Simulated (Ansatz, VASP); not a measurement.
One calculation of Al, two programs

```
Al
1.0
     0.00000    1.80325    2.54980
     1.80325    0.00000    2.54980
     1.80325    1.80325    0.00000
Al
1
Cartesian
  0.0000 0.0000 0.0000
```

Alike in both runs: task single point; functional PBE; dispersion D3(BJ); k mesh 22 × 22 × 22; occupations gaussian, width 0.15 eV; no spin polarisation.

|  | VASP | Ansatz |
| --- | --- | --- |
| version | VASP 6.6.1 | Ansatz 0.2.0 |
| potentials or method | VASP PAW PBE potentials, release 64 (Al), cutoff 520 eV | scalar-relativistic, plane waves, PAW |
| valence electrons in the cell | 3 | 3 |

```tsv
	VASP	Ansatz	Ansatz less VASP
gap on the k mesh at the Fermi level (eV)	none	none	-
pressure (GPa)	5.7	5.7	0.00
traceless stress, the component that is largest in VASP (GPa)	-19.40	-19.41	-0.005
```

A gap of «none» marks a metal or a gap that the smearing closes.
